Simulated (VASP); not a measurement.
**Ta: single point with PBEsol**

Ta:

```
Ta
1.0
     2.95113    0.00000    0.00000
    -1.47556    2.46784    0.00000
     0.00000    0.00000    5.16627
Ta
2
Direct
  0.66667 0.33333 0.75000
  0.33333 0.66667 0.25000
```

This cell differs from its parent crystal: strain +0.0175 x Voigt [1, -1, 0, 0, 0, 0].

| Item | Value |
| --- | --- |
| Program | VASP 6.6.1 |
| Task | single point |
| Functional | PBEsol |
| Potentials or basis | VASP PAW PBE potentials, release 64 (Ta_pv) |
| Cutoff | 520 eV |
| k mesh | 18 × 18 × 10 |
| Occupations | gaussian, width 0.15 eV |
| Spin | no spin polarisation |
| Dipole correction | no |
| Further INCAR settings | ALGO = Fast; EDIFF = 1e-06; NBANDS = 18 |

| Property | Result |
| --- | --- |
| Pressure | -6.9 GPa |
| Largest force | 0.157 eV/Å |
| Band gap on the k mesh | zero (band 11 reaches 7.07 eV, above the bottom of band 12 at 4.64 eV) |

Forces in eV/Å, atoms in the order of the input:
```
Ta   0.000  0.157  0.000
Ta   0.000 -0.157  0.000
```

Stress tensor (GPa, compression positive):
```
-7.91  0.00  0.00
 0.00 -5.81  0.00
 0.00  0.00 -7.11
```

Levels at points of the mesh, in eV from the Fermi level:
| k point | band 9 | band 10 | band 11 | band 12 | band 13 | band 14 |
| --- | --- | --- | --- | --- | --- | --- |
| (0.00, 0.00, 0.00) | -0.54 | -0.08 | 0.23 | 0.81 | 1.02 | 1.57 |
| (0.50, 0.00, 0.00) | -3.31 | -0.51 | -0.39 | 0.41 | 1.05 | 5.61 |
| (0.00, 0.50, 0.00) | -3.28 | -0.31 | -0.26 | 0.56 | 0.73 | 5.38 |
| (0.00, 0.00, 0.50) | -1.15 | -1.15 | 0.30 | 0.30 | 1.05 | 1.05 |
| (0.50, 0.00, 0.50) | -2.28 | -2.28 | 1.42 | 1.42 | 2.75 | 2.75 |
| (0.00, 0.50, 0.50) | -2.24 | -2.24 | 1.70 | 1.70 | 2.33 | 2.33 |

Run time: 4.8 min on 1 thread of Intel(R) Xeon(R) Platinum 8259CL CPU @ 2.50GHz (Skylake/Cascade Lake), with other jobs on the host, peak memory 0.4 GiB.

Caveat: the cell differs from its parent crystal (strain +0.0175 x Voigt [1, -1, 0, 0, 0, 0]); the PAW data sets were made with another functional, which shifts forces and pressure a little; spin-orbit coupling is left out, which moves the levels of the heavy elements.
